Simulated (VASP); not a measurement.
# Al (P6_3/mmc) in VASP: further runs, part 2 of 2

VASP 6.6.1. Earlier steps stand in the parts before.

### Step 5. Single point, PBEsol (16.24 Å³/atom)

This run uses another cell than the first one, of 16.24 Å³/atom.

The input, INCAR:

```
ALGO     = Normal         # electronic algorithm
EDIFF    = 1E-7           # SCF threshold, eV
ENCUT    = 520            # plane-wave cutoff, eV
GGA      = PS             # functional
ISIF     = 2              # what is computed and relaxed
ISMEAR   = -1             # smearing method
LASPH    = True           # aspherical terms in the spheres
LCHARG   = False          # write CHGCAR
LREAL    = False          # projectors in reciprocal space
LWAVE    = False          # write WAVECAR
NBANDS   = 14             # bands
NELM     = 80             # most SCF steps
PREC     = Accurate       # precision mode
SIGMA    = 0.1            # smearing width, eV
```

The input, KPOINTS:

```
k-points
0
Gamma
  14 14 4
```

The input, POSCAR:

```
Al
1.0
    2.8294712202      0.0000000000      0.0000000000
   -1.4147356101      2.4503939560      0.0000000000
    0.0000000000      0.0000000000      9.3713287236
Al
4
Direct
    1.0000000000      0.0000000000      1.0000000000
    1.0000000000      0.0000000000      0.5000000000
    0.3333333333      0.6666666667      0.2500000000
    0.6666666667      0.3333333333      0.7500000000
```

Potentials or basis: VASP PAW PBE potentials, release 64 (Al).

Run with:

```
$ cat potpaw_PBE.64/Al/POTCAR > POTCAR
$ mpirun -np 1 vasp_std > vasp.out
```

OUTCAR:

```text
EDIFF = 1E-7
   ENCUT = 520
   GGA = PS
   ISIF = 2
   ISMEAR = -1
   LASPH = True
   LREAL = False
   NELM = 80
   PREC = Accurate

 ion  position               nearest neighbor table
   1  0.000  0.000  0.000-   3 2.86   4 2.86   4 2.86   3 2.86   4 2.86   3 2.86
   2  0.000  0.000  0.500-   3 2.86   4 2.86   4 2.86   3 2.86   4 2.86   3 2.86
   3  0.333  0.667  0.250-   1 2.86   2 2.86   1 2.86   2 2.86   1 2.86   2 2.86
   4  0.667  0.333  0.750-   1 2.86   2 2.86   1 2.86   2 2.86   1 2.86   2 2.86

  LATTYP: Found a hexagonal cell.
 ALAT       =     2.8294712202
 C/A-ratio  =     3.3120424257

  Lattice vectors:

 A1 = (   2.8294712202,   0.0000000000,   0.0000000000)
 A2 = (  -1.4147356101,   2.4503939560,   0.0000000000)
 A3 = (   0.0000000000,   0.0000000000,   9.3713287236)

Analysis of symmetry for initial positions (statically):
=====================================================================
 Subroutine PRICEL returns:
 Original cell was already a primitive cell.

 Routine SETGRP: Setting up the symmetry group for a
 hexagonal supercell.

 Subroutine GETGRP returns: Found 24 space group operations
[... 181 lines left out ...]
      2      -1.4543      2.00000
      3      -1.4475      2.00000
      4       3.3833      2.00000
      5       3.5434      2.00000
      6      11.3150      0.00000
      7      11.3250      0.00000
      8      19.1025      0.00000
      9      19.1025      0.00000
     10      19.2550      0.00000
     11      19.2550      0.00000
     12      20.1990      0.00000
     13      20.2004      0.00000
     14      20.2926      0.00000
[... 377 lines left out ...]
      1       4.2873      2.00000
      2       4.3616      2.00000
      3       5.5052      2.00000
      4       5.6182      2.00000
      5       5.9567      2.00000
      6       6.1276      2.00000
      7       6.3106      2.00000
      8       7.6735      1.97848
      9       7.7791      1.93935
     10      10.2662      0.00000
     11      10.8716      0.00000
     12      10.9715      0.00000
     13      11.3642      0.00000
     14      12.2932      0.00000

 [... further k-points ...]
[... 5 lines left out ...]
  --------------------------------------------------------------------------------------
  -------------------------------------------------------------------------------------
  Total       -0.0337176     -0.0337176      0.1076337      0.0000000      0.0000000      0.0000000
  in kB       -0.8314280     -0.8314280      2.6540959      0.0000000      0.0000000      0.0000000
  external PRESSURE =       0.3304133 kB  Pullay stress =       0.0000000 kB

 VOLUME and BASIS-vectors are now :
 -----------------------------------------------------------------------------
  energy-cutoff  :      520.00
  volume of cell :       64.97
      direct lattice vectors                 reciprocal lattice vectors
     2.829471220  0.000000000  0.000000000     0.353422927  0.204048822  0.000000000
    -1.414735610  2.450393956  0.000000000     0.000000000  0.408097644  0.000000000
     0.000000000  0.000000000  9.371328724     0.000000000  0.000000000  0.106708454

 POSITION                                       TOTAL-FORCE (eV/Angst)
 -----------------------------------------------------------------------------------
      0.00000      0.00000      0.00000        -0.000000      0.000000      0.000000
      0.00000      0.00000      4.68566        -0.000000      0.000000      0.000000
     -0.00000      1.63360      2.34283         0.000000     -0.000000      0.000000
      1.41474      0.81680      7.02850        -0.000000      0.000000      0.000000
 -----------------------------------------------------------------------------------
    total drift:                               -0.000000      0.000000      0.000000

  FREE ENERGIE OF THE ION-ELECTRON SYSTEM (eV)
  ---------------------------------------------------
  free  energy   TOTEN  =       -16.3393254466 eV

  energy  without entropy=      -16.2866212921  energy(sigma->0) =      -16.31297337
```

OSZICAR:

```text
N       E                     dE             d eps       ncg     rms          rms(c)
DAV:   1     0.396890388600E+01    0.39689E+01   -0.40673E+03  2016   0.650E+02
DAV:   2    -0.157846104144E+02   -0.19754E+02   -0.18391E+02  2622   0.893E+01
DAV:   3    -0.164518267216E+02   -0.66722E+00   -0.65851E+00  2686   0.130E+01
DAV:   4    -0.164564187316E+02   -0.45920E-02   -0.45907E-02  2420   0.135E+00
DAV:   5    -0.164564703052E+02   -0.51574E-04   -0.51573E-04  2702   0.148E-01    0.283E+00
DAV:   6    -0.163863776615E+02    0.70093E-01   -0.81923E-03  2308   0.452E-01    0.161E+00
DAV:   7    -0.163400214527E+02    0.46356E-01   -0.18583E-02  2336   0.656E-01    0.246E-01
DAV:   8    -0.163393416872E+02    0.67977E-03   -0.41184E-04  2812   0.103E-01    0.295E-02
DAV:   9    -0.163393268441E+02    0.14843E-04   -0.23184E-05  2500   0.226E-02    0.814E-03
DAV:  10    -0.163393265183E+02    0.32585E-06   -0.70154E-07  2632   0.515E-03    0.235E-03
DAV:  11    -0.163393259026E+02    0.61570E-06   -0.80537E-09  1642   0.618E-04    0.116E-03
DAV:  12    -0.163393254615E+02    0.44107E-06   -0.42523E-09  1410   0.450E-04    0.395E-04
DAV:  13    -0.163393254466E+02    0.14900E-07   -0.75112E-10  1410   0.201E-04
   1 F= -.16339325E+02 E0= -.16312973E+02  d E =-.527042E-01
```

Wall time 72 s (1 thread of Intel Xeon 8259CL, shared host); peak memory 0.21 GiB.

What came out:

| Quantity | Value |
| --- | --- |
| Free energy | -16.3393 eV |
| Pressure | 0.0 GPa |
| Band gap on the k mesh | zero (bands 6 and 7 overlap by 5.53 eV) |

Stress tensor (GPa, compression positive):
```
-0.08  0.00  0.00
 0.00 -0.08  0.00
 0.00  0.00  0.27
```

Caveat: the PAW data sets were made with another functional, which shifts forces and pressure a little.

### Step 6. Summary

| cell | gap on the mesh (eV) | pressure (GPa) |
| --- | --- | --- |
| a = 2.711, b = 2.711, c = 8.980 Å, angles 90.0, 90.0, 120.0°, 4 atoms | none | 13.9 |
| a = 2.752, b = 2.752, c = 9.114 Å, angles 90.0, 90.0, 120.0°, 4 atoms | none | 8.2 |
| a = 2.791, b = 2.791, c = 9.245 Å, angles 90.0, 90.0, 120.0°, 4 atoms | none | 3.7 |
| a = 2.829, b = 2.829, c = 9.371 Å, angles 90.0, 90.0, 120.0°, 4 atoms | none | 0.0 |

Alike in all rows: task single point; level PBEsol; potentials or basis VASP PAW PBE potentials, release 64 (Al); no spin polarisation; k mesh 14 × 14 × 4; cutoff (eV) 520; smearing fermi-dirac 0.1 eV.

Caveats: the PAW data sets were made with another functional, which shifts forces and pressure a little; the cell stands under pressure (at least some runs).

Total energies depend on the potentials used, so only differences within one code and one set of settings carry meaning.
